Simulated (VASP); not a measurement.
# Al (Fmm2) in VASP: further runs, part 2 of 2

VASP 6.6.1.

**3. Single point, PBEsol (atom 1 (Al) moved by -0.468 Å along [1 0 0] and -0.468 Å along [0 1 0])**

Input file INCAR:

```
SYSTEM = Al
PREC = Accurate ; ENCUT = 520
EDIFF = 1E-6 ; ISMEAR = 0
SIGMA = 0.15 ; LREAL = .FALSE.
LASPH = .TRUE. ; NELM = 60
ALGO = Fast ; ISIF = 2
LWAVE = .FALSE. ; LCHARG = .FALSE.
GGA = PS ; NBANDS = 22
```

Input file KPOINTS:

```
regular mesh
0
G
  10 10 10
  0 0 0
```

Input file POSCAR:

```
Al
1.0
    3.2126361663      3.2126361663      3.2126361663
   -3.2126361663     -3.2126361663      3.2126361663
    3.2126361663     -3.2126361663     -3.2126361663
Al
8
Direct
   -0.0728373796      0.5728373796      0.5000000000
    0.0000000000      0.0000000000      0.5000000000
    0.0000000000      0.5000000000      0.0000000000
    0.0000000000      0.0000000000      0.0000000000
    0.5000000000      0.5000000000      0.5000000000
    0.5000000000      0.0000000000      0.5000000000
    0.5000000000      0.5000000000      0.0000000000
    0.5000000000      0.0000000000      0.0000000000
```

Potentials or basis: VASP PAW PBE potentials, release 64 (Al).

The run is started by

```
> cat potpaw_PBE.64/Al/POTCAR > POTCAR
> mpirun -np 1 vasp_std > vasp.out
```

OUTCAR:

```text
SYSTEM = Al
   PREC = Accurate
   ENCUT = 520
   EDIFF = 1E-6
   ISMEAR = 0
   LREAL = .FALSE.
   LASPH = .TRUE.
   NELM = 60
   ISIF = 2
   GGA = PS

 ion  position               nearest neighbor table
   1  0.927  0.573  0.500-   2 2.27   5 2.27   4 2.78   7 2.78   3 2.86   3 2.86   8 2.86   8 2.86
                             6 3.28   6 3.28   5 3.34   2 3.34
   2  0.000  0.000  0.500-   1 2.27   4 2.78   6 2.78   7 2.78   4 2.78   6 2.78   7 2.78   3 3.21
                             3 3.21   5 3.21   8 3.21   5 3.21   8 3.21   1 3.34
   3  0.000  0.500  0.000-   4 2.78   6 2.78   7 2.78   4 2.78   7 2.78   6 2.78   1 2.86   1 2.86
                             5 3.21   2 3.21   8 3.21   5 3.21   8 3.21   2 3.21
   4  0.000  0.000  0.000-   2 2.78   3 2.78   5 2.78   8 2.78   2 2.78   3 2.78   8 2.78   5 2.78
                             1 2.78   6 3.21   6 3.21   7 3.21   7 3.21
   5  0.500  0.500  0.500-   1 2.27   4 2.78   6 2.78   7 2.78   7 2.78   6 2.78   4 2.78   3 3.21
                             2 3.21   8 3.21   3 3.21   2 3.21   8 3.21   1 3.34
   6  0.500  0.000  0.500-   2 2.78   3 2.78   5 2.78   8 2.78   8 2.78   5 2.78   2 2.78   3 2.78
                             7 3.21   7 3.21   4 3.21   4 3.21   1 3.28   1 3.28
   7  0.500  0.500  0.000-   2 2.78   3 2.78   5 2.78   8 2.78   5 2.78   8 2.78   3 2.78   2 2.78
                             1 2.78   6 3.21   6 3.21   4 3.21   4 3.21
   8  0.500  0.000  0.000-   4 2.78   6 2.78   7 2.78   6 2.78   7 2.78   4 2.78   1 2.86   1 2.86
                             3 3.21   5 3.21   2 3.21   5 3.21   2 3.21   3 3.21

  LATTYP: Found a body centered cubic cell.
 ALAT       =     6.4252723326

  Lattice vectors:

 A1 = (   3.2126361663,   3.2126361663,   3.2126361663)
 A2 = (  -3.2126361663,  -3.2126361663,   3.2126361663)
 A3 = (   3.2126361663,  -3.2126361663,  -3.2126361663)

Analysis of symmetry for initial positions (statically):
=====================================================================
 Subroutine PRICEL returns:
 Original cell was already a primitive cell.

 Routine SETGRP: Setting up the symmetry group for a
 body centered cubic supercell.

 Subroutine GETGRP returns: Found  4 space group operations
 (whereof  2 operations were pure point group operations)
 out of a pool of 48 trial point group operations.

[... 160 lines left out ...]
 RMM-DIIS sequential band-by-band and
 Gauss-broadening in eV      SIGMA  =   0.15
  energy-cutoff  :      520.00
  volume of cell :      132.63
 maximum number of plane-waves:      3593
 NGX is ok and might be reduce to    42
   NGX = 21   NGY = 21   NGZ = 21

 number of electron      23.9999999 magnetization

 Free energy of the ion-electron system (eV)
  ---------------------------------------------------
  ext. energy  EPLUGINS =         0.00000000
  ---------------------------------------------------
  free energy    TOTEN  =       -30.74940184 eV

  energy without entropy =      -30.71059916  energy(sigma->0) =      -30.73000050

 E-fermi :   7.8591     XC(G=0): -10.2184

 val. band max:        7.8561132523   @ k =   0.5000   0.5000   0.2000
 cond. band min:       7.8629307759   @ k =   0.1000  -0.3000   0.5000
 fundamental gap:      0.0068175236
 Fermi energy:         7.8590764489

 k-point     1 :       0.0000    0.0000    0.0000
  band No.  band energies     occupation
      1      -3.3002      2.00000
      2       2.6485      2.00000
      3       3.2089      2.00000
      4       3.2388      2.00000
      5       3.4719      2.00000
      6       3.4825      2.00000
[... 589 lines left out ...]
     21      12.8511      0.00000
     22      13.6122      0.00000

 [... further k-points ...]

------------------------ aborting loop because EDIFF is reached ----------------------------------------

  FORCE on cell =-STRESS in cart. coord.  units (eV):
  Direction    XX          YY          ZZ          XY          YZ          ZX
  --------------------------------------------------------------------------------------
  -------------------------------------------------------------------------------------
  Total        2.6179983      2.6179983      5.3658821      3.0577520      0.0000000      0.0000000
  in kB       31.6253489     31.6253489     64.8197098     36.9375609      0.0000000      0.0000000
  external PRESSURE =      42.6901359 kB  Pullay stress =       0.0000000 kB

 VOLUME and BASIS-vectors are now :
 -----------------------------------------------------------------------------
  energy-cutoff  :      520.00
  volume of cell :      132.63
      direct lattice vectors                 reciprocal lattice vectors
     3.212636166  3.212636166  3.212636166     0.155635427  0.000000000  0.155635427
    -3.212636166 -3.212636166  3.212636166     0.000000000 -0.155635427  0.155635427
     3.212636166 -3.212636166 -3.212636166     0.155635427 -0.155635427  0.000000000

 POSITION                                       TOTAL-FORCE (eV/Angst)
 -----------------------------------------------------------------------------------
      2.74464     -0.46800      3.21264         3.170424      3.170424     -0.000000
      1.60632     -1.60632     -1.60632        -1.598148     -1.598148      2.260244
     -1.60632     -1.60632      1.60632         0.132047      0.132047     -0.000000
      0.00000      0.00000      0.00000        -0.031322     -0.178085     -0.000000
      1.60632     -1.60632      1.60632        -1.598148     -1.598148     -2.260244
      3.21264      0.00000      0.00000        -0.028813     -0.028813     -0.000000
      0.00000      0.00000      3.21264        -0.178085     -0.031322     -0.000000
      1.60632      1.60632      1.60632         0.132047      0.132047     -0.000000
 -----------------------------------------------------------------------------------
    total drift:                               -0.000019     -0.000019     -0.000000

  FREE ENERGIE OF THE ION-ELECTRON SYSTEM (eV)
  ---------------------------------------------------
  free  energy   TOTEN  =       -30.7494018363 eV

  energy  without entropy=      -30.7105991566  energy(sigma->0) =      -30.73000050
```

OSZICAR:

```text
N       E                     dE             d eps       ncg     rms          rms(c)
DAV:   1     0.217944740676E+02    0.21794E+02   -0.83573E+03  7524   0.858E+02
DAV:   2    -0.291989795498E+02   -0.50993E+02   -0.48514E+02  9210   0.117E+02
DAV:   3    -0.312592420907E+02   -0.20603E+01   -0.20230E+01  9868   0.194E+01
DAV:   4    -0.312815226453E+02   -0.22281E-01   -0.22243E-01  8898   0.232E+00
DAV:   5    -0.312817826548E+02   -0.26001E-03   -0.26000E-03  9518   0.282E-01    0.437E+00
RMM:   6    -0.308576935058E+02    0.42409E+00   -0.40110E-01  7552   0.175E+00    0.234E+00
RMM:   7    -0.307663965498E+02    0.91297E-01   -0.12153E-01  7903   0.113E+00    0.752E-01
RMM:   8    -0.307498360104E+02    0.16561E-01   -0.14390E-02  8335   0.570E-01    0.172E-01
RMM:   9    -0.307494479317E+02    0.38808E-03   -0.27154E-03  8761   0.251E-01    0.147E-01
RMM:  10    -0.307494008115E+02    0.47120E-04   -0.57714E-04  8487   0.130E-01    0.546E-02
RMM:  11    -0.307494034923E+02   -0.26808E-05   -0.12646E-04  8997   0.626E-02    0.162E-02
RMM:  12    -0.307494027689E+02    0.72337E-06   -0.32296E-05  8583   0.342E-02    0.103E-02
RMM:  13    -0.307494018363E+02    0.93264E-06   -0.90398E-06  8901   0.178E-02
   1 F= -.30749402E+02 E0= -.30730000E+02  d E =-.388027E-01
```

Run time: 7.3 min. Hardware: 1 thread of AMD EPYC 9R45 (Zen 5), shared host; peak memory 0.45 GiB.

Results:

* Free energy: -30.7494 eV
* Pressure: 4.3 GPa
* Largest force: 4.484 eV/Å
* Band gap on the k mesh: zero (band 12 reaches 9.00 eV, above the bottom of band 13 at 4.99 eV)

Forces on the atoms (eV/Å):
```
Al   3.170  3.170  0.000
Al  -1.598 -1.598  2.260
Al   0.132  0.132  0.000
Al  -0.031 -0.178  0.000
Al  -1.598 -1.598 -2.260
Al  -0.029 -0.029  0.000
Al  -0.178 -0.031  0.000
Al   0.132  0.132  0.000
```

Stress tensor (GPa, compression positive):
```
3.16 3.69 0.00
3.69 3.16 0.00
0.00 0.00 6.48
```

Caveat: the cell differs from its parent crystal (atom 1 (Al) moved by -0.468 Å along [1 0 0] and -0.468 Å along [0 1 0]); the PAW data sets were made with another functional, which shifts forces and pressure a little.
